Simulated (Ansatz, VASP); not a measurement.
AlN in VASP and in Ansatz

The input INCAR:

```
PREC = Accurate
ENCUT = 520
EDIFF = 1E-7
ISMEAR = 0
SIGMA = 0.1
LREAL = False
LASPH = True
NELM = 100
ALGO = Normal
ISIF = 2
LWAVE = False
LCHARG = False
GGA = CA
NBANDS = 11
```

Contents of KPOINTS:

```
Automatic mesh
0
Gamma
  8 8 8
```

The input POSCAR:

```
AlN
1.0
    0.0000000000      2.1839935600      2.1839935600
    2.1839935600      0.0000000000      2.1839935600
    2.1839935600      2.1839935600      0.0000000000
Al N
1 1
Direct
    0.0000000000      0.0000000000      0.0000000000
    0.2500000000      0.2500000000      0.2500000000
```

Input for Ansatz:

```yaml
crystal:
  lattice:
    - [0.0, 2.18399356, 2.18399356]
    - [2.18399356, 0.0, 2.18399356]
    - [2.18399356, 2.18399356, 0.0]
  atoms:
    - { symbol: Al, position: [0.0, 0.0, 0.0] }
    - { symbol: "N", position: [0.25, 0.25, 0.25] }
basis:
  ecutwfc: 600.0
kpoints:
  mp_grid: { grid: [8, 8, 8] }
hamiltonian:
  xc: lda
  pseudopotentials: { kind: paw, azcp: { folder: soft_1 } }
scf:
  occupations: { method: gaussian, width: 0.1 }
output:
  forces: true
  stress: true
  eigenvalues: true
```

Alike in both runs: task single point; functional LDA; k mesh 8 × 8 × 8; occupations gaussian, width 0.1 eV; no spin polarisation.

|  | VASP | Ansatz |
| --- | --- | --- |
| version | VASP 6.6.1 | Ansatz 0.2.0 |
| potentials or method | VASP PAW LDA potentials, release 64 (Al, N), cutoff 520 eV | scalar-relativistic, plane waves, PAW |
| valence electrons in the cell | 8 | 8 |

VASP gave:

```
gap on the k mesh at the Fermi level (eV) : 3.22
least direct gap on the mesh (eV)         : 4.23
pressure (GPa)                            : -3.0
```

Q: Estimate Ansatz's values.

A: gap on the k mesh at the Fermi level (eV): 3.24; least direct gap on the mesh (eV): 4.23; pressure (GPa): -3.6.

Ansatz warns that its potentials were made for another functional, while VASP's fit it. LDA's correlation is that of Perdew and Zunger in VASP and of Perdew and Wang (1992) in Ansatz.
